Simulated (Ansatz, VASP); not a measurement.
## One calculation of Sn, two programs

File INCAR:

```
SYSTEM = Sn
ALGO = Normal
EDIFF = 1E-7
EDIFFG = -0.01
ENCUT = 600
GGA = PE
IBRION = 2
ISIF = 3
ISMEAR = 0
LASPH = .True.
LCHARG = .False.
LREAL = .False.
LWAVE = .False.
NELM = 80
NSW = 80
PREC = Accurate
SIGMA = 0.1
```

The input KPOINTS:

```
k-points
0
Gamma
  16 16 16
  0 0 0
```

POSCAR

```
Sn
1.0
    0.0000000000      2.4186248458      2.4186248458
    2.4186248458      0.0000000000      2.4186248458
    2.4186248458      2.4186248458      0.0000000000
Sn
1
Direct
    0.0000000000      0.0000000000      0.0000000000
```

Input for Ansatz:

```yaml
crystal:
  lattice:
    - [0.0, 2.4186248458, 2.4186248458]
    - [2.4186248458, 0.0, 2.4186248458]
    - [2.4186248458, 2.4186248458, 0.0]
  atoms:
    - { symbol: Sn, position: [0.0, 0.0, 0.0] }
basis:
  ecutwfc: 420
kpoints:
  mp_grid: { grid: [16, 16, 16] }
hamiltonian:
  xc: pbe
scf:
  occupations: { method: gaussian, width: 0.1 }
output:
  forces: true
  stress: true
  eigenvalues: true
relax:
  adjacent_minimum: "off"
  f_tol: 0.01
  max_steps: 60
  cell: { stress_tol: 0.1 }
```

Alike in both runs: task relaxation of cell and atoms; functional PBE; k mesh 16 × 16 × 16; occupations gaussian, width 0.1 eV; no spin polarisation.

```csv
,VASP,Ansatz
version,VASP 6.6.1,Ansatz 0.2.0
potentials or method,"VASP PAW PBE potentials, release 64 (Sn_d), cutoff 600 eV","scalar-relativistic, plane waves, PAW"
valence electrons in the cell,14,14
```

|  | VASP | Ansatz | Ansatz less VASP |
| --- | --- | --- | --- |
| gap on the k mesh at the Fermi level, each at its own relaxed structure (eV) | none | none | - |
| relaxed volume (Å³/atom) | 27.98 | 27.98 | -0.003 |
| relaxed cell length with the largest relative difference (Å) | 3.408 | 3.408 | -0.0001 |

A gap of «none» marks a metal or a gap that the smearing closes.
